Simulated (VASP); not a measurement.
# ScGaN (P-6m2) in VASP: notebook, part 2 of 2

VASP 6.6.1. The steps go on from the part before.

### Step 3. Single point, PBE

This run uses another cell than the first one, of 17.44 Å³/atom, 1.235 times its volume.

INCAR reads:

```
SYSTEM = ScGaN
ALGO = Normal
EDIFF = 1E-6
ENCUT = 520
GGA = PE
ISIF = 2
ISMEAR = 0
LASPH = .True.
LCHARG = .True.
LELF = .True.
LREAL = .False.
LVHAR = .True.
LWAVE = .False.
NBANDS = 22
NELM = 60
PREC = Accurate
SIGMA = 0.1
```

KPOINTS reads:

```
k-points
0
Gamma
  6 6 4
  0 0 0
```

POSCAR reads:

```
ScGaN
1.0
    3.8927847500      0.0000000000      0.0000000000
   -1.9463923700      3.3712504800      0.0000000000
    0.0000000000      0.0000000000      3.9871669100
Sc Ga N
1 1 1
Direct
    0.0000000000      0.0000000000      0.0000000000
    0.6666666700      0.3333333300      0.5000000000
    0.3333333300      0.6666666700      0.5000000000
```

Potentials or basis: VASP PAW PBE potentials, release 64 (Sc_sv, Ga_d, N).

Launch:

```bash
> cat potpaw_PBE.64/Sc_sv/POTCAR potpaw_PBE.64/Ga_d/POTCAR potpaw_PBE.64/N/POTCAR > POTCAR
> mpirun -np 1 vasp_std > vasp.out
```

It took 15 s on 1 thread of AMD EPYC 9R45 (Zen 5), shared host; peak memory 0.15 GiB.

It converged, with:

```yaml
Free_energy: -17.1760 eV
Pressure: -13.8 GPa
```

Stress tensor (GPa, compression positive):
```
-14.15   0.00   0.00
  0.00 -14.15   0.00
  0.00   0.00 -13.23
```

Levels at points of the mesh, in eV from the Fermi level:
```csv
k point,band 12,band 13,band 14,band 15,band 16,band 17,band 18,band 19
"(0.00, 0.00, 0.00)",-2.93,-2.93,-2.78,-0.44,1.18,1.18,1.53,1.53
"(0.50, 0.00, 0.00)",-3.64,-2.52,-1.75,0.76,0.95,1.33,1.51,1.86
"(0.00, 0.00, 0.50)",-2.95,-2.63,-2.63,0.65,0.65,0.66,0.85,0.85
"(0.50, 0.00, 0.50)",-3.87,-3.35,-2.02,-0.63,1.88,1.93,2.00,2.84
```

Caveat: the k points lie up to 0.39 Å⁻¹ apart.

### Step 4. Single point, PBE

INCAR reads:

```
SYSTEM = ScGaN
PREC = Accurate
ENCUT = 520
EDIFF = 1E-6
ISMEAR = 0
SIGMA = 0.1
LREAL = .False.
LASPH = .True.
NELM = 80
ALGO = Normal
ISIF = 2
LWAVE = .False.
LCHARG = .False.
GGA = PE
NBANDS = 22
```

KPOINTS reads:

```
regular mesh
0
Gamma
  6 6 6
  0 0 0
```

POSCAR reads:

```
ScGaN
1.0
    3.6875679701      0.0000000000      0.0000000000
   -1.8437839851      3.1935275403      0.0000000000
    0.0000000000      0.0000000000      3.5975001524
Sc Ga N
1 1 1
Direct
    0.0000000000      0.0000000000      0.0000000000
    0.6666666667      0.3333333333      0.5000000000
    0.3333333333      0.6666666667      0.5000000000
```

Launch:

```bash
> cat potpaw_PBE.64/Sc_sv/POTCAR potpaw_PBE.64/Ga_d/POTCAR potpaw_PBE.64/N/POTCAR > POTCAR
> mpirun -np 1 vasp_std > vasp.out
```

It took 13 s on 1 thread of AMD EPYC 9R45 (Zen 5), shared host; peak memory 0.14 GiB.

It converged, with:

```yaml
Free_energy: -17.6714 eV
Pressure: 0.4 GPa
```

Stress tensor (GPa, compression positive):
```
0.54 0.00 0.00
0.00 0.54 0.00
0.00 0.00 0.16
```

Levels at points of the mesh, in eV from the Fermi level:
| k point | band 12 | band 13 | band 14 | band 15 | band 16 | band 17 | band 18 | band 19 |
| --- | --- | --- | --- | --- | --- | --- | --- | --- |
| (0.00, 0.00, 0.00) | -3.84 | -3.84 | -3.24 | -0.79 | 1.34 | 1.34 | 1.90 | 1.90 |
| (0.50, 0.00, 0.00) | -4.60 | -3.12 | -2.22 | 1.23 | 1.33 | 1.64 | 1.66 | 2.16 |
| (0.00, 0.00, 0.50) | -3.39 | -3.39 | -2.32 | 0.44 | 0.44 | 0.71 | 0.89 | 0.89 |
| (0.50, 0.00, 0.50) | -4.96 | -4.26 | -2.63 | -0.55 | 2.41 | 2.43 | 2.54 | 3.65 |

### Step 5. Relaxation of cell and atoms, PBE

This run uses another cell than the first one, of 17.44 Å³/atom, 1.235 times its volume.

INCAR reads:

```
ALGO = Normal
EDIFF = 1E-7
EDIFFG = -0.04
ENCUT = 600
GGA = PE
IBRION = 2
ISIF = 3
ISMEAR = 0
LASPH = T
LCHARG = F
LREAL = F
LWAVE = F
NELM = 60
NSW = 90
PREC = Accurate
SIGMA = 0.1
```

KPOINTS reads:

```
k-points
0
Gamma
  6 6 4
```

POSCAR reads:

```
ScGaN
1.0
    3.8927847500      0.0000000000      0.0000000000
   -1.9463923700      3.3712504800      0.0000000000
    0.0000000000      0.0000000000      3.9871669100
Sc Ga N
1 1 1
Direct
    0.0000000000      0.0000000000      0.0000000000
    0.6666666700      0.3333333300      0.5000000000
    0.3333333300      0.6666666700      0.5000000000
```

Launch:

```bash
> cat potpaw_PBE.64/Sc_sv/POTCAR potpaw_PBE.64/Ga_d/POTCAR potpaw_PBE.64/N/POTCAR > POTCAR
> mpirun -np 1 vasp_std > vasp.out
```

Wall time 74 s (1 thread of AMD EPYC 9R45 (Zen 5), shared host); peak memory 0.18 GiB.

It converged, with:

* Free energy: -17.6878 eV
* Relaxed volume: 14.17 Å³/atom
* Relaxed cell: a = 3.695 Å, b = 3.695 Å, c = 3.597 Å, α = 90.00°, β = 90.00°, γ = 120.00°
* Space group after relaxing (to 0.05 Å): P-6m2 (No. 187)
* Energy gained by relaxing: 170.1 meV/atom
* Ionic steps: 7
* Pressure after relaxing: -0.2 GPa

The path:
```csv
step,energy change (eV),largest force (eV/Å),pressure (GPa),volume (Å³)
1,0.0000,0.0000,-13.93,52.33
2,-0.4778,0.0000,3.20,41.66
3,-0.4899,0.0000,0.03,42.85
4,-0.4897,0.0000,-0.42,43.03
5,-0.4993,0.0000,-0.39,42.89
6,-0.5097,0.0000,-0.30,42.61
7,-0.5104,0.0000,-0.21,42.52
```

Final structure:
```xyz
3
Lattice="3.6947 0.0000 0.0000 -1.8474 3.1997 0.0000 0.0000 0.0000 3.5969" Properties=species:S:1:pos:R:3 pbc="T T T"
Sc   -1.8474    3.1997    3.5969
Ga    1.8474    1.0666    1.7984
N     0.0000    2.1331    1.7984
```

Levels at points of the mesh, in eV from the Fermi level:
| k point | band 12 | band 13 | band 14 | band 15 | band 16 | band 17 | band 18 |
| --- | --- | --- | --- | --- | --- | --- | --- |
| (0.00, 0.00, 0.00) | -3.83 | -3.83 | -3.22 | -0.77 | 1.34 | 1.34 | 1.90 |
| (0.50, 0.00, 0.00) | -4.58 | -3.10 | -2.22 | 1.23 | 1.32 | 1.63 | 1.66 |
| (0.00, 0.00, 0.50) | -3.37 | -3.37 | -2.35 | 0.43 | 0.43 | 0.71 | 0.88 |
| (0.50, 0.00, 0.50) | -4.94 | -4.25 | -2.63 | -0.56 | 2.40 | 2.41 | 2.54 |

Caveat: the k points lie up to 0.44 Å⁻¹ apart in the final cell; the volume moved by over 15 % at a fixed basis, so the end points are rough.

### Step 6. Relaxation of cell and atoms, PBE

INCAR reads:

```
SYSTEM = ScGaN
PREC = Accurate
ENCUT = 600
EDIFF = 1E-6
ISMEAR = 0
SIGMA = 0.1
LREAL = .FALSE.
LASPH = .TRUE.
NELM = 80
ALGO = Normal
ISIF = 3
LWAVE = .FALSE.
LCHARG = .FALSE.
GGA = PE
IBRION = 2
NSW = 90
EDIFFG = -0.04
```

KPOINTS reads:

```
regular mesh
0
G
  6 6 6
  0 0 0
```

POSCAR reads:

```
ScGaN
1.0
    3.6875679701      0.0000000000      0.0000000000
   -1.8437839851      3.1935275403      0.0000000000
    0.0000000000      0.0000000000      3.5975001524
Sc Ga N
1 1 1
Direct
    0.0000000000      0.0000000000      0.0000000000
    0.6666666667      0.3333333333      0.5000000000
    0.3333333333      0.6666666667      0.5000000000
```

Potentials or basis: VASP PAW PBE potentials, release 64 (Sc_sv, Ga_d, N).

Launch:

```bash
> cat potpaw_PBE.64/Sc_sv/POTCAR potpaw_PBE.64/Ga_d/POTCAR potpaw_PBE.64/N/POTCAR > POTCAR
> mpirun -np 1 vasp_std > vasp.out
```

It took 24 s on 1 thread of AMD EPYC 9R45 (Zen 5), shared host; peak memory 0.16 GiB.

It converged, with:

| Property | Result |
| --- | --- |
| Free energy | -17.6736 eV |
| Relaxed volume | 14.19 Å³/atom |
| Relaxed cell | a = 3.696 Å, b = 3.696 Å, c = 3.600 Å, α = 90.00°, β = 90.00°, γ = 120.00° |
| Space group after relaxing (to 0.05 Å) | P-6m2 (No. 187) |
| Energy gained by relaxing | 0.0 meV/atom |
| Ionic steps | 2 |
| Pressure after relaxing | -0.2 GPa |

Stress tensor (GPa, compression positive):
```
-0.18  0.00  0.00
 0.00 -0.18  0.00
 0.00  0.00 -0.34
```

The path:
```tsv
step	energy change (eV)	largest force (eV/Å)	pressure (GPa)	volume (Å³)
1	0.0000	0.0000	0.39	42.37
2	-0.0001	0.0000	-0.23	42.57
```

Final structure:
```
CELL_PARAMETERS angstrom
3.69557 0.00000 0.00000
-1.84779 3.20046 0.00000
0.00000 0.00000 3.59958
ATOMIC_POSITIONS crystal
Sc 0.00000 0.00000 0.00000
Ga 0.66667 0.33333 0.50000
N 0.33333 0.66667 0.50000
```

Levels at points of the mesh, in eV from the Fermi level:
| k point | band 13 | band 14 | band 15 | band 16 | band 17 | band 18 |
| --- | --- | --- | --- | --- | --- | --- |
| (0.00, 0.00, 0.00) | -3.82 | -3.20 | -0.77 | 1.35 | 1.35 | 1.90 |
| (0.50, 0.00, 0.00) | -3.08 | -2.21 | 1.24 | 1.33 | 1.63 | 1.66 |
| (0.00, 0.00, 0.50) | -3.36 | -2.34 | 0.44 | 0.44 | 0.72 | 0.89 |
| (0.50, 0.00, 0.50) | -4.23 | -2.61 | -0.56 | 2.41 | 2.42 | 2.54 |

### Step 7. Single point, PBE

INCAR reads:

```
PREC = Accurate
ENCUT = 520
EDIFF = 1E-7
ISMEAR = 0
SIGMA = 0.1
LREAL = F
LASPH = T
NELM = 100
ALGO = Normal
ISIF = 2
LWAVE = F
LCHARG = T
GGA = PE
LELF = T
LVHAR = T
NBANDS = 22
```

KPOINTS reads:

```
regular mesh
0
Gamma
  12 12 14
```

POSCAR reads:

```
ScGaN
1.0
    3.6995316645      0.0000000000      0.0000000000
   -1.8497658323      3.2038884035      0.0000000000
    0.0000000000      0.0000000000      3.5806800017
Sc Ga N
1 1 1
Direct
    0.0000000000      0.0000000000      0.0000000000
    0.6666666667      0.3333333333      0.5000000000
    0.3333333333      0.6666666667      0.5000000000
```

Launch:

```bash
> cat potpaw_PBE.64/Sc_sv/POTCAR potpaw_PBE.64/Ga_d/POTCAR potpaw_PBE.64/N/POTCAR > POTCAR
> mpirun -np 1 vasp_std > vasp.out
```

It took 78 s on 1 thread of AMD EPYC 9R45 (Zen 5), shared host; peak memory 0.25 GiB.

The run converged. Its results:

```
Free energy : -17.6951 eV
Pressure    : 0.3 GPa
```

Stress tensor (GPa, compression positive):
```
0.40 0.00 0.00
0.00 0.40 0.00
0.00 0.00 0.24
```

Levels at points of the mesh, in eV from the Fermi level:
| k point | band 12 | band 13 | band 14 | band 15 | band 16 | band 17 |
| --- | --- | --- | --- | --- | --- | --- |
| (0.00, 0.00, 0.00) | -3.80 | -3.80 | -3.14 | -0.74 | 1.36 | 1.36 |
| (0.50, 0.00, 0.00) | -4.54 | -3.03 | -2.21 | 1.29 | 1.37 | 1.64 |
| (0.00, 0.00, 0.50) | -3.33 | -3.33 | -2.31 | 0.44 | 0.44 | 0.75 |
| (0.50, 0.00, 0.50) | -4.90 | -4.21 | -2.61 | -0.53 | 2.42 | 2.43 |

### Step 8. The runs side by side

```tsv
task	cell	k mesh	cutoff (eV)	gap on the mesh (eV)	pressure (GPa)	relaxed volume (Å³/atom)
single point	a = 3.688, b = 3.688, c = 3.598 Å, angles 90.0, 90.0, 120.0°, 3 atoms	6 × 6 × 4	520	none	0.3	-
single point	a = 3.893, b = 3.893, c = 3.987 Å, angles 90.0, 90.0, 120.0°, 3 atoms	6 × 6 × 4	520	none	-13.8	-
single point	a = 3.688, b = 3.688, c = 3.598 Å, angles 90.0, 90.0, 120.0°, 3 atoms	6 × 6 × 6	520	none	0.4	-
relaxation of cell and atoms	relaxed from a = 3.893, b = 3.893, c = 3.987 Å, angles 90.0, 90.0, 120.0°, 3 atoms	6 × 6 × 4	600	none	-0.2	14.17
relaxation of cell and atoms	relaxed from a = 3.688, b = 3.688, c = 3.598 Å, angles 90.0, 90.0, 120.0°, 3 atoms	6 × 6 × 6	600	none	-0.2	14.19
single point	a = 3.700, b = 3.700, c = 3.581 Å, angles 90.0, 90.0, 120.0°, 3 atoms	12 × 12 × 14	520	none	0.3	-
```

Alike in all rows: level PBE; potentials or basis VASP PAW PBE potentials, release 64 (Sc_sv, Ga_d, N); no spin polarisation; smearing gaussian 0.1 eV.

Caveats: some runs use coarse meshes; the volume moved by over 15 % at a fixed basis, so the end points are rough (some runs).

Total energies depend on the potentials used, so only differences within one code and one set of settings carry meaning.
